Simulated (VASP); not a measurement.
A run of VASP 6.6.1:

INCAR

```
SYSTEM = SiNi
  PREC = Accurate
  ENCUT = 520
  EDIFF = 1E-6
  ISMEAR = 0
  SIGMA = 0.15
  LREAL = .False.
  LASPH = .True.
  NELM = 100
  ALGO = Normal
  ISIF = 2
  LWAVE = .False.
  LCHARG = .False.
  GGA = PE
  NBANDS = 38
```

The input KPOINTS:

```
regular mesh
0
Gamma
  8 10 6
  0 0 0
```

The input POSCAR:

```
SiNi
1.0
    5.1540864041      0.0000000000      0.0000000000
    0.0000000000      3.3754899928      0.0000000000
    0.0000000000      0.0000000000      5.6197139777
Si Ni
4 4
Direct
    0.3212188809      0.7500883189      0.0840950697
    0.1787768123      0.2499792888      0.5840382393
    0.8212241812      0.7500931506      0.4159239417
    0.6788137000      0.2499423122      0.9158766823
    0.0082327783      0.2500442540      0.1885284542
    0.4917004599      0.7497934792      0.6885194704
    0.5082901181      0.2500331879      0.3114793663
    0.9917430692      0.7500260085      0.8115387762
```

Potentials or basis: VASP PAW PBE potentials, release 64 (Si, Ni).

The run is started by

```console
$ cat potpaw_PBE.64/Si/POTCAR potpaw_PBE.64/Ni/POTCAR > POTCAR
$ mpirun -np 1 vasp_std > vasp.out
```

Hardware: 1 thread of Intel Xeon 8259CL (shared host).

How long does it take, and how much memory?

Wall time 30 min on 1 thread of Intel Xeon 8259CL (shared host), peak memory 0.72 GiB. Counts: scf iterations 17, k points 244.
